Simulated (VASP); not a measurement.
# SiC3 (R3m) in VASP: a series of runs

Runs on SiC3. Level: PBE. Tasks: single point.

Everything below comes from runs of VASP 6.6.1. Logs are shortened: lines on timing, memory, paths and dates and some standing lists are left out, and cuts for length are marked.

### 1 The cell of the first run

Symmetry: R3m, No. 160, trigonal system. Conventional cell: a = 2.838 Å, b = 2.838 Å, c = 14.083 Å, α = 90.00°, β = 90.00°, γ = 120.00°. Within 2.3 Å of C (site symmetry 3m) lie 3 C at 1.72 Å and 1 Si at 1.90 Å. C (site symmetry 3m) has 1 C at 1.54 Å and 3 Si at 1.80 Å within 2.0 Å. Within 2.0 Å of C (site symmetry 3m) lie 4 C at 1.54 to 1.72 Å. Within 2.4 Å of Si (site symmetry 3m) lie 4 C at 1.80 to 1.90 Å.

### 2 Single point, PBE

Input file INCAR:

```
PREC = Accurate
ENCUT = 520
EDIFF = 1E-7
ISMEAR = 0
SIGMA = 0.01
LREAL = F
LASPH = T
NELM = 100
ALGO = Normal
ISIF = 2
LWAVE = F
LCHARG = F
GGA = PE
NBANDS = 16
```

Input file KPOINTS:

```
Automatic mesh
0
Gamma
  8 8 8
```

Input file POSCAR:

```
SiC3
1.0
    1.4191851026      0.8193669010      4.6942357031
   -1.4191851026      0.8193669010      4.6942357031
    0.0000000000     -1.6387338021      4.6942357031
C Si
3 1
Direct
    1.0086192312      0.0086192312      0.0086192312
    0.4883538732      0.4883538732      0.4883538732
    0.3791214684      0.3791214684      0.3791214684
    0.8739054272      0.8739054272      0.8739054272
```

Potentials or basis: VASP PAW PBE potentials, release 64 (C, Si).

Run with:

```console
$ cat potpaw_PBE.64/C/POTCAR potpaw_PBE.64/Si/POTCAR > POTCAR
$ mpirun -np 1 vasp_std > vasp.out
```

OUTCAR:

```text
PREC = Accurate
   ENCUT = 520
   EDIFF = 1E-7
   ISMEAR = 0
   LREAL = F
   LASPH = T
   NELM = 100
   ISIF = 2
   GGA = PE

 ion  position               nearest neighbor table
   1  0.009  0.009  0.009-   3 1.72   3 1.72   3 1.72   4 1.90
   2  0.488  0.488  0.488-   3 1.54   4 1.80   4 1.80   4 1.80
   3  0.379  0.379  0.379-   2 1.54   1 1.72   1 1.72   1 1.72
   4  0.874  0.874  0.874-   2 1.80   2 1.80   2 1.80   1 1.90

  LATTYP: Found a trigonal (rhomboedric) cell.
 ALAT       =     4.9720516198
 COS(alpha) =     0.8370565808

  Lattice vectors:

 A1 = (   1.4191851026,   0.8193669010,   4.6942357031)
 A2 = (  -1.4191851026,   0.8193669010,   4.6942357031)
 A3 = (   0.0000000000,  -1.6387338021,   4.6942357031)

Analysis of symmetry for initial positions (statically):
=====================================================================
 Subroutine PRICEL returns:
 Original cell was already a primitive cell.

 Routine SETGRP: Setting up the symmetry group for a
 trigonal (rhombohedral) supercell.

 Subroutine GETGRP returns: Found  6 space group operations
 (whereof  6 operations were pure point group operations)
 out of a pool of 12 trial point group operations.

The static configuration has the point symmetry C_3v.

Analysis of symmetry for dynamics (positions and initial velocities):
=====================================================================
 Subroutine PRICEL returns:
 Original cell was already a primitive cell.

 Routine SETGRP: Setting up the symmetry group for a
 trigonal (rhombohedral) supercell.

 Subroutine GETGRP returns: Found  6 space group operations
 (whereof  6 operations were pure point group operations)
 out of a pool of 12 trial point group operations.

The dynamic configuration has the point symmetry C_3v.

 Subroutine INISYM returns: Found  6 space group operations
 (whereof  6 operations are pure point group operations),
 and found     1 'primitive' translations

----------------------------------------------------------------------------------------

                                     Primitive cell

  volume of cell :      32.7517

  direct lattice vectors                    reciprocal lattice vectors
     1.419185103  0.819366901  4.694235703     0.352314859  0.203409079  0.071009075
    -1.419185103  0.819366901  4.694235703    -0.352314859  0.203409079  0.071009075
     0.000000000 -1.638733802  4.694235703     0.000000000 -0.406818158  0.071009075

  length of vectors
     4.972051620  4.972051620  4.972051620     0.412968888  0.412968888  0.412968888

  position of ions in fractional coordinates (direct lattice)
     0.008619231  0.008619231  0.008619231
     0.488353873  0.488353873  0.488353873
     0.379121468  0.379121468  0.379121468
     0.873905427  0.873905427  0.873905427

  ion indices of the primitive-cell ions
   primitive index   ion index
                 1           1
                 2           2
                 3           3
                 4           4

----------------------------------------------------------------------------------------

 KPOINTS: Automatic mesh

Automatic generation of k-mesh.
 Grid dimensions read from file:
 generate k-points for:    8    8    8

 Generating k-lattice:

  Cartesian coordinates                     Fractional coordinates (reciprocal lattice)
     0.044039357  0.025426135  0.008876134     0.125000000  0.000000000  0.000000000
    -0.044039357  0.025426135  0.008876134     0.000000000  0.125000000  0.000000000
     0.000000000 -0.050852270  0.008876134     0.000000000  0.000000000  0.125000000

  Length of vectors
     0.051621111  0.051621111  0.051621111

  Shift w.r.t. Gamma in fractional coordinates (k-lattice)
     0.000000000  0.000000000  0.000000000

 Subroutine IBZKPT returns following result:
 ===========================================

 Found     65 irreducible k-points:

 Following reciprocal coordinates:
            Coordinates               Weight
  0.000000  0.000000  0.000000      1.000000
  0.125000 -0.000000  0.000000      6.000000
  0.250000 -0.000000  0.000000      6.000000
  0.375000  0.000000 -0.000000      6.000000
  0.500000 -0.000000  0.000000      3.000000
  0.125000  0.125000  0.000000      6.000000
[... 16 lines left out ...]
  0.250000  0.125000  0.125000      6.000000
  0.375000  0.125000  0.125000      6.000000
 [... further k-points ...]
   k-points           NKPTS =     65   k-points in BZ     NKDIM =     65   number of bands    NBANDS=     16
   number of dos      NEDOS =    301   number of ions     NIONS =      4
   total plane-waves  NPLWV =  64000
   dimension x,y,z NGX =    40 NGY =   40 NGZ =   40
   dimension x,y,z NGXF=    80 NGYF=   80 NGZF=   80
   ions per type =               3   1
   NGX,Y,Z   is equivalent  to a cutoff of  13.37, 13.37, 13.37 a.u.
   NGXF,Y,Z  is equivalent  to a cutoff of  26.75, 26.75, 26.75 a.u.
 SYSTEM =  unknown system
   PREC   = accura    normal or accurate (medium, high low for compatibility)
   ISTART =      0    job   : 0-new  1-cont  2-samecut
   ICHARG =      2    charge: 1-file 2-atom 10-const
   ISPIN  =      1    spin polarized calculation?
   LNONCOLLINEAR =      F non collinear calculations
   LSORBIT =      F    spin-orbit coupling
   LASPH  =      T    aspherical Exc in radial PAW
   ENCUT  =  520.0 eV  38.22 Ry    6.18 a.u.   9.24  9.24  9.24*2*pi/ulx,y,z
   NELM   =    100;   NELMIN=  2; NELMDL= -5     # of ELM steps
   EDIFF  = 0.1E-06   stopping-criterion for ELM
   LREAL  =      F    real-space projection
   EDIFFG = 0.1E-05   stopping-criterion for IOM
   NSW    =      0    number of steps for IOM
   IBRION =     -1    ionic relax: 0-MD 1-quasi-New 2-CG
   NFREE  =      0    steps in history (QN), initial steepest desc. (CG)
   ISIF   =      2    stress and relaxation
   ISYM   =      2    0-nonsym 1-usesym 2-fastsym
   POTIM  = 0.5000    time-step for ionic-motion
   TEBEG  =    0.0;   TEEND  =   0.0 temperature during run
   PSTRESS=    0.0 pullay stress
   NELECT =      16.0000    total number of electrons
   NUPDOWN=      -1.0000    fix difference up-down
   EMIN   =  10.00;   EMAX   =-10.00  energy-range for DOS
   EFERMI =   0.00;   METHOD = LEGACY
   ISMEAR =     0;   SIGMA  =   0.01  broadening in eV -4-tet -1-fermi 0-gaus
   EFERMI_NEDOS =   21; number of points for ismear=-14 and -15
   IALGO  =     38    algorithm
   IMIX   =      4    mixing-type and parameters
     AMIX     =   0.40;   BMIX     =  1.00
     AMIX_MAG =   1.60;   BMIX_MAG =  1.00
  volume/ion in A,a.u.               =       8.19        55.25
  Fermi-wavevector in a.u.,A,eV,Ry     =   1.289348  2.436515 22.618588  1.662419
  Thomas-Fermi vector in A             =   2.421247
   LORBIT       =      0    0 simple, 1 ext, 2 COOP (PROOUT), +10 PAW based schemes
   GGA     = PE    functional components
   LHFCALC =     F    Hartree Fock is set to
   AEXX    =    0.0000 exact exchange contribution
   IVDW    =     0    specifies the selected vdW correction
   LEPSILON=     F    determine dielectric tensor
   LRPA    =     F    only Hartree local field effects (RPA)
 non-spin polarized calculation
 Gauss-broadening in eV      SIGMA  =   0.01
  energy-cutoff  :      520.00
  volume of cell :       32.75
 maximum number of plane-waves:       893
 NGX is ok and might be reduce to    40
   NGX = 19   NGY = 19   NGZ = 19

 number of electron      16.0000000 magnetization

 Free energy of the ion-electron system (eV)
  ---------------------------------------------------
  ext. energy  EPLUGINS =         0.00000000
  ---------------------------------------------------
  free energy    TOTEN  =       -31.04164839 eV

  energy without entropy =      -31.04164839  energy(sigma->0) =      -31.04164839

 E-fermi :   9.1419     XC(G=0): -11.9728

 val. band max:        9.0770499570   @ k =   0.0000   0.0000   0.0000
 cond. band min:      10.5788417235   @ k =   0.5000   0.5000   0.0000
 fundamental gap:      1.5017917665
 Fermi energy:         9.1419231360

 k-point     1 :       0.0000    0.0000    0.0000
  band No.  band energies     occupation
      1      -9.3720      2.00000
      2      -4.6897      2.00000
      3      -2.2358      2.00000
      4       6.1878      2.00000
      5       6.1878      2.00000
      6       8.0118      2.00000
[... 8 lines left out ...]
     15      17.6116      0.00000
     16      22.1367      0.00000

 k-point     2 :       0.1250   -0.0000    0.0000
  band No.  band energies     occupation
      1      -9.0613      2.00000
      2      -4.4730      2.00000
      3      -1.9013      2.00000
      4       4.7636      2.00000
      5       5.7762      2.00000
      6       7.4632      2.00000
[... 8 lines left out ...]
     15      18.4124      0.00000
     16      22.4976      0.00000

 k-point     3 :       0.2500   -0.0000    0.0000
  band No.  band energies     occupation
      1      -8.1479      2.00000
      2      -3.8465      2.00000
      3      -1.0503      2.00000
      4       2.2456      2.00000
      5       4.9707      2.00000
      6       5.0481      2.00000
[... 8 lines left out ...]
     15      19.8457      0.00000
     16      21.3340      0.00000

 k-point     4 :       0.3750    0.0000   -0.0000
  band No.  band energies     occupation
      1      -6.7222      2.00000
      2      -3.1902      2.00000
      3      -0.9420      2.00000
      4       1.3402      2.00000
      5       2.5678      2.00000
      6       4.3269      2.00000
[... 8 lines left out ...]
     15      20.2018      0.00000
     16      21.2094      0.00000
[... 324 lines left out ...]
 k-point    22 :       0.1250    0.1250    0.1250
  band No.  band energies     occupation
      1      -9.2998      2.00000
      2      -5.1681      2.00000
      3      -1.6158      2.00000
      4       6.1987      2.00000
      5       6.1987      2.00000
      6       7.5271      2.00000
[... 8 lines left out ...]
     15      17.6879      0.00000
     16      22.1971      0.00000

 k-point    23 :       0.2500    0.1250    0.1250
  band No.  band energies     occupation
      1      -8.9438      2.00000
      2      -5.1489      2.00000
      3      -0.9987      2.00000
      4       4.7061      2.00000
      5       5.8424      2.00000
      6       7.0003      2.00000
[... 8 lines left out ...]
     15      18.4700      0.00000
     16      21.8407      0.00000

 k-point    24 :       0.3750    0.1250    0.1250
  band No.  band energies     occupation
      1      -7.9929      2.00000
      2      -4.5912      2.00000
      3      -0.0916      2.00000
      4       2.2285      2.00000
      5       5.0128      2.00000
      6       5.3592      2.00000
[... 8 lines left out ...]
     15      19.7327      0.00000
     16      20.7998      0.00000

 [... further k-points ...]

------------------------ aborting loop because EDIFF is reached ----------------------------------------

  FORCE on cell =-STRESS in cart. coord.  units (eV):
  Direction    XX          YY          ZZ          XY          YZ          ZX
  --------------------------------------------------------------------------------------
  -------------------------------------------------------------------------------------
  Total        0.0167379      0.0167379     -0.0042224      0.0000000      0.0000000     -0.0000000
  in kB        0.8188023      0.8188023     -0.2065574      0.0000000      0.0000000     -0.0000000
  external PRESSURE =       0.4770158 kB  Pullay stress =       0.0000000 kB

 VOLUME and BASIS-vectors are now :
 -----------------------------------------------------------------------------
  energy-cutoff  :      520.00
  volume of cell :       32.75
      direct lattice vectors                 reciprocal lattice vectors
     1.419185103  0.819366901  4.694235703     0.352314859  0.203409079  0.071009075
    -1.419185103  0.819366901  4.694235703    -0.352314859  0.203409079  0.071009075
     0.000000000 -1.638733802  4.694235703     0.000000000 -0.406818158  0.071009075

 POSITION                                       TOTAL-FORCE (eV/Angst)
 -----------------------------------------------------------------------------------
      0.00000     -0.00000      0.12138         0.000000      0.000000     -0.012338
      0.00000     -0.00000      6.87734         0.000000     -0.000000      0.043439
      0.00000     -0.00000      5.33906         0.000000      0.000000     -0.019749
      0.00000     -0.00000     12.30695         0.000000      0.000000     -0.011352
 -----------------------------------------------------------------------------------
    total drift:                                0.000000      0.000000     -0.000186

  FREE ENERGIE OF THE ION-ELECTRON SYSTEM (eV)
  ---------------------------------------------------
  free  energy   TOTEN  =       -31.0416483944 eV

  energy  without entropy=      -31.0416483944  energy(sigma->0) =      -31.04164839
```

Wall time 2.1 min (1 thread of Intel Xeon 8259CL, shared host); peak memory 0.24 GiB.

Results:

| Property | Result |
| --- | --- |
| Free energy | -31.0416 eV |
| Pressure | 0.0 GPa |
| Largest force | 0.043 eV/Å |
| Band gap on the k mesh | 1.50 eV, indirect (least direct gap 3.12 eV) |

Forces on the atoms (eV/Å):
```
C    0.000  0.000 -0.012
C    0.000  0.000  0.043
C    0.000  0.000 -0.020
Si   0.000  0.000 -0.011
```

Stress tensor (GPa, compression positive):
```
 0.08  0.00  0.00
 0.00  0.08  0.00
 0.00  0.00 -0.02
```

(Part 1 of 2 ends here.)
